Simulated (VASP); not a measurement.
# O (Fd-3m) in VASP: electric field gradients with PBEsol

Aim: the electric field gradients of O with PBEsol.

Everything below comes from runs of VASP 6.6.1. Logs are shortened: lines on timing, memory, paths and dates and some standing lists are left out, and cuts for length are marked.

### Step 1. The cell of the first run

Symmetry: Fd-3m, No. 227, cubic system. Conventional cell: a = 4.791 Å, b = 4.791 Å, c = 4.791 Å, α = 90.00°, β = 90.00°, γ = 90.00°. Within 2.7 Å of O (site symmetry -43m) lie 4 O at 2.07 Å.

### Step 2. Electric field gradients, PBEsol

File INCAR:

```
PREC     = Accurate       # precision mode
ENCUT    = 520            # plane-wave cutoff, eV
EDIFF    = 1E-8           # SCF threshold, eV
ISMEAR   = -1             # smearing method
SIGMA    = 0.05           # smearing width, eV
LREAL    = False          # projectors in reciprocal space
LASPH    = True           # aspherical terms in the spheres
NELM     = 80             # most SCF steps
ALGO     = Normal         # electronic algorithm
ISIF     = 2              # what is computed and relaxed
LWAVE    = False          # write WAVECAR
LCHARG   = False          # write CHGCAR
GGA      = PS             # functional
LEFG     = True         
NBANDS   = 13             # bands
```

File KPOINTS:

```
Automatic mesh
0
Gamma
  11 11 11
```

File POSCAR:

```
O
1.0
    0.0000000000      2.3957099285      2.3957099285
    2.3957099285      0.0000000000      2.3957099285
    2.3957099285      2.3957099285      0.0000000000
O
2
Direct
   -0.1250000000     -0.1250000000     -0.1250000000
    0.1250000000      0.1250000000      0.1250000000
```

Potentials or basis: VASP PAW PBE potentials, release 64 (O).

Started as:

```console
cat potpaw_PBE.64/O/POTCAR > POTCAR
mpirun -np 1 vasp_std > vasp.out
```

OUTCAR:

```text
PREC = Accurate
   ENCUT = 520
   EDIFF = 1E-8
   ISMEAR = -1
   LREAL = False
   LASPH = True
   NELM = 80
   ISIF = 2
   GGA = PS

 ion  position               nearest neighbor table
   1  0.875  0.875  0.875-
   2  0.125  0.125  0.125-

  LATTYP: Found a face centered cubic cell.
 ALAT       =     4.7914198570

  Lattice vectors:

 A1 = (   0.0000000000,   2.3957099285,   2.3957099285)
 A2 = (   2.3957099285,   0.0000000000,   2.3957099285)
 A3 = (   2.3957099285,   2.3957099285,   0.0000000000)

Analysis of symmetry for initial positions (statically):
=====================================================================
 Subroutine PRICEL returns:
 Original cell was already a primitive cell.

 Routine SETGRP: Setting up the symmetry group for a
 face centered cubic supercell.

 Subroutine GETGRP returns: Found 48 space group operations
 (whereof 12 operations were pure point group operations)
 out of a pool of 48 trial point group operations.

The static configuration has the point symmetry D_3d.
 The point group associated with its full space group is O_h .

Analysis of symmetry for dynamics (positions and initial velocities):
=====================================================================
 Subroutine PRICEL returns:
 Original cell was already a primitive cell.

 Routine SETGRP: Setting up the symmetry group for a
 face centered cubic supercell.

 Subroutine GETGRP returns: Found 48 space group operations
 (whereof 12 operations were pure point group operations)
 out of a pool of 48 trial point group operations.

The dynamic configuration has the point symmetry D_3d.
 The point group associated with its full space group is O_h .

 Subroutine INISYM returns: Found 48 space group operations
 (whereof 12 operations are pure point group operations),
 and found     1 'primitive' translations

----------------------------------------------------------------------------------------

                                     Primitive cell

  volume of cell :      27.5000

  direct lattice vectors                    reciprocal lattice vectors
     0.000000000  2.395709929  2.395709929    -0.208706402  0.208706402  0.208706402
     2.395709929  0.000000000  2.395709929     0.208706402 -0.208706402  0.208706402
     2.395709929  2.395709929  0.000000000     0.208706402  0.208706402 -0.208706402

  length of vectors
     3.388045472  3.388045472  3.388045472     0.361490093  0.361490093  0.361490093

  position of ions in fractional coordinates (direct lattice)
     0.875000000  0.875000000  0.875000000
     0.125000000  0.125000000  0.125000000

  ion indices of the primitive-cell ions
   primitive index   ion index
                 1           1
                 2           2

----------------------------------------------------------------------------------------

 KPOINTS: Automatic mesh

Automatic generation of k-mesh.
 Grid dimensions read from file:
 generate k-points for:   11   11   11

 Generating k-lattice:

  Cartesian coordinates                     Fractional coordinates (reciprocal lattice)
    -0.018973309  0.018973309  0.018973309     0.090909091  0.000000000  0.000000000
     0.018973309 -0.018973309  0.018973309     0.000000000  0.090909091  0.000000000
     0.018973309  0.018973309 -0.018973309     0.000000000  0.000000000  0.090909091

  Length of vectors
     0.032862736  0.032862736  0.032862736

  Shift w.r.t. Gamma in fractional coordinates (k-lattice)
     0.000000000  0.000000000  0.000000000

 Subroutine IBZKPT returns following result:
 ===========================================

 Found     56 irreducible k-points:

 Following reciprocal coordinates:
            Coordinates               Weight
  0.000000  0.000000  0.000000      1.000000
  0.090909  0.000000  0.000000      8.000000
  0.181818  0.000000  0.000000      8.000000
  0.272727  0.000000  0.000000      8.000000
  0.363636  0.000000  0.000000      8.000000
  0.454545  0.000000  0.000000      8.000000
[... 16 lines left out ...]
 -0.272727  0.181818  0.000000     24.000000
 -0.181818  0.181818  0.000000     12.000000
 [... further k-points ...]
   k-points           NKPTS =     56   k-points in BZ     NKDIM =     56   number of bands    NBANDS=     13
   number of dos      NEDOS =    301   number of ions     NIONS =      2
   total plane-waves  NPLWV =  21952
   dimension x,y,z NGX =    28 NGY =   28 NGZ =   28
   dimension x,y,z NGXF=    56 NGYF=   56 NGZF=   56
   ions per type =               2
   NGX,Y,Z   is equivalent  to a cutoff of  13.74, 13.74, 13.74 a.u.
   NGXF,Y,Z  is equivalent  to a cutoff of  27.48, 27.48, 27.48 a.u.
 SYSTEM =  unknown system
   PREC   = accura    normal or accurate (medium, high low for compatibility)
   ISTART =      0    job   : 0-new  1-cont  2-samecut
   ICHARG =      2    charge: 1-file 2-atom 10-const
   ISPIN  =      1    spin polarized calculation?
   LNONCOLLINEAR =      F non collinear calculations
   LSORBIT =      F    spin-orbit coupling
   LASPH  =      T    aspherical Exc in radial PAW
   ENCUT  =  520.0 eV  38.22 Ry    6.18 a.u.   6.30  6.30  6.30*2*pi/ulx,y,z
   NELM   =     80;   NELMIN=  2; NELMDL= -5     # of ELM steps
   EDIFF  = 0.1E-07   stopping-criterion for ELM
   LREAL  =      F    real-space projection
   EDIFFG = 0.1E-06   stopping-criterion for IOM
   NSW    =      0    number of steps for IOM
   IBRION =     -1    ionic relax: 0-MD 1-quasi-New 2-CG
   NFREE  =      0    steps in history (QN), initial steepest desc. (CG)
   ISIF   =      2    stress and relaxation
   ISYM   =      2    0-nonsym 1-usesym 2-fastsym
   POTIM  = 0.5000    time-step for ionic-motion
   TEBEG  =    0.0;   TEEND  =   0.0 temperature during run
   PSTRESS=    0.0 pullay stress
   NELECT =      12.0000    total number of electrons
   NUPDOWN=      -1.0000    fix difference up-down
   EMIN   =  10.00;   EMAX   =-10.00  energy-range for DOS
   EFERMI =   0.00;   METHOD = LEGACY
   ISMEAR =    -1;   SIGMA  =   0.05  broadening in eV -4-tet -1-fermi 0-gaus
   EFERMI_NEDOS =   21; number of points for ismear=-14 and -15
   IALGO  =     38    algorithm
   IMIX   =      4    mixing-type and parameters
     AMIX     =   0.40;   BMIX     =  1.00
     AMIX_MAG =   1.60;   BMIX_MAG =  1.00
  volume/ion in A,a.u.               =      13.75        92.79
  Fermi-wavevector in a.u.,A,eV,Ry     =   1.241722  2.346514 20.978460  1.541873
  Thomas-Fermi vector in A             =   2.376107
   LORBIT       =      0    0 simple, 1 ext, 2 COOP (PROOUT), +10 PAW based schemes
   GGA     = PS    functional components
   LHFCALC =     F    Hartree Fock is set to
   AEXX    =    0.0000 exact exchange contribution
   IVDW    =     0    specifies the selected vdW correction
   LEPSILON=     F    determine dielectric tensor
   LRPA    =     F    only Hartree local field effects (RPA)
 non-spin polarized calculation
  energy-cutoff  :      520.00
  volume of cell :       27.50
 maximum number of plane-waves:       751
 NGX is ok and might be reduce to    28
   NGX = 13   NGY = 13   NGZ = 13

 number of electron      11.9999995 magnetization

 Free energy of the ion-electron system (eV)
  ---------------------------------------------------
  ext. energy  EPLUGINS =         0.00000000
  ---------------------------------------------------
  free energy    TOTEN  =        -6.17783528 eV

  energy without entropy =       -6.16515843  energy(sigma->0) =       -6.17149686

 E-fermi :  -2.1117     XC(G=0):  -8.9612

 val. band max:       -2.1378791651   @ k =  -0.0909   0.0909   0.0000
 cond. band min:      -2.0961094863   @ k =   0.1818   0.0909   0.0000
 fundamental gap:      0.0417696787
 Fermi energy:        -2.1116900242

 k-point     1 :       0.0000    0.0000    0.0000
  band No.  band energies     occupation
      1     -21.2958      2.00000
      2     -16.2535      2.00000
      3      -4.8596      2.00000
      4      -4.8596      2.00000
      5      -4.8596      2.00000
      6      -2.4719      1.99851
      7      -2.4719      1.99851
      8      -2.4719      1.99851
      9       7.0182      0.00000
     10      19.8311      0.00000
     11      19.8311      0.00000
     12      19.8311      0.00000
     13      20.4688      0.00000
[... 354 lines left out ...]
  band No.  band energies     occupation
      1     -20.6440      2.00000
      2     -17.1530      2.00000
      3      -5.9947      2.00000
      4      -5.2451      2.00000
      5      -4.8615      2.00000
      6      -2.3370      1.97818
      7      -2.0245      0.29771
      8      -1.5539      0.00003
      9       8.8644      0.00000
     10      14.7277      0.00000
     11      16.7642      0.00000
     12      18.1508      0.00000
     13      22.5615      0.00000

 [... further k-points ...]

------------------------ aborting loop because EDIFF is reached ----------------------------------------

  FORCE on cell =-STRESS in cart. coord.  units (eV):
  Direction    XX          YY          ZZ          XY          YZ          ZX
  --------------------------------------------------------------------------------------
  -------------------------------------------------------------------------------------
  Total       -3.5443424     -3.5443424     -3.5443424      0.0000000      0.0000000     -0.0000000
  in kB     -206.4969083   -206.4969083   -206.4969083      0.0000000      0.0000000     -0.0000000
  external PRESSURE =    -206.4969083 kB  Pullay stress =       0.0000000 kB

 VOLUME and BASIS-vectors are now :
 -----------------------------------------------------------------------------
  energy-cutoff  :      520.00
  volume of cell :       27.50
      direct lattice vectors                 reciprocal lattice vectors
     0.000000000  2.395709929  2.395709929    -0.208706402  0.208706402  0.208706402
     2.395709929  0.000000000  2.395709929     0.208706402 -0.208706402  0.208706402
     2.395709929  2.395709929  0.000000000     0.208706402  0.208706402 -0.208706402

 POSITION                                       TOTAL-FORCE (eV/Angst)
 -----------------------------------------------------------------------------------
      4.19249      4.19249      4.19249         0.000000      0.000000      0.000000
      0.59893      0.59893      0.59893        -0.000000     -0.000000     -0.000000
 -----------------------------------------------------------------------------------
    total drift:                                0.000000     -0.000000     -0.000000

  FREE ENERGIE OF THE ION-ELECTRON SYSTEM (eV)
  ---------------------------------------------------
  free  energy   TOTEN  =        -6.1778352778 eV

  energy  without entropy=       -6.1651584342  energy(sigma->0) =       -6.17149686

 Electric field gradients (V/A^2)
---------------------------------------------------------------------
 ion       V_xx      V_yy      V_zz      V_xy      V_xz      V_yz
---------------------------------------------------------------------
   1      -0.000    -0.000    -0.000    -0.001    -0.001    -0.001
   2      -0.000    -0.000    -0.000    -0.001    -0.001    -0.001
---------------------------------------------------------------------

 Electric field gradients after diagonalization (V/A^2)
 (convention: |V_zz| > |V_xx| > |V_yy|)
----------------------------------------------------------------------
 ion       V_xx      V_yy      V_zz     asymmetry (V_yy - V_xx)/ V_zz
----------------------------------------------------------------------
   1       0.001     0.001    -0.001       0.000
   2       0.001     0.001    -0.001       0.000
----------------------------------------------------------------------

           NMR quadrupolar parameters

 Cq : quadrupolar parameter    Cq=e*Q*V_zz/h
 eta: asymmetry parameters     (V_yy - V_xx)/ V_zz
 Q  : nuclear electric quadrupole moment in mb (millibarn)
----------------------------------------------------------------------
 ion       Cq(MHz)       eta       Q (mb)
----------------------------------------------------------------------
   1      -0.000       0.000       1.000
   2      -0.000       0.000       1.000
----------------------------------------------------------------------
```

Run time: 29 s. Hardware: 1 thread of Intel Xeon Platinum 8259CL at 2.50GHz (Skylake/Cascade Lake), shared host; peak memory 0.15 GiB.

What came out:

```
Free energy            : -6.1778 eV
Pressure               : -20.6 GPa
Band gap on the k mesh : zero (band 6 reaches -1.75 eV, above the bottom of band 7 at -2.47 eV)
```

Levels at points of the mesh, in eV from the Fermi level:
```
           k point  band 2  band 3  band 4  band 5  band 6  band 7  band 8  band 9  band 10  band 11
(0.00, 0.00, 0.00)  -14.14   -2.75   -2.75   -2.75   -0.36   -0.36   -0.36    9.13    21.94    21.94
```

Caveat: without QUAD_EFG the Cq values of the log hold for a quadrupole moment of 1 mb, not for the nuclei; the PAW data sets were made with another functional, which shifts forces and pressure a little.
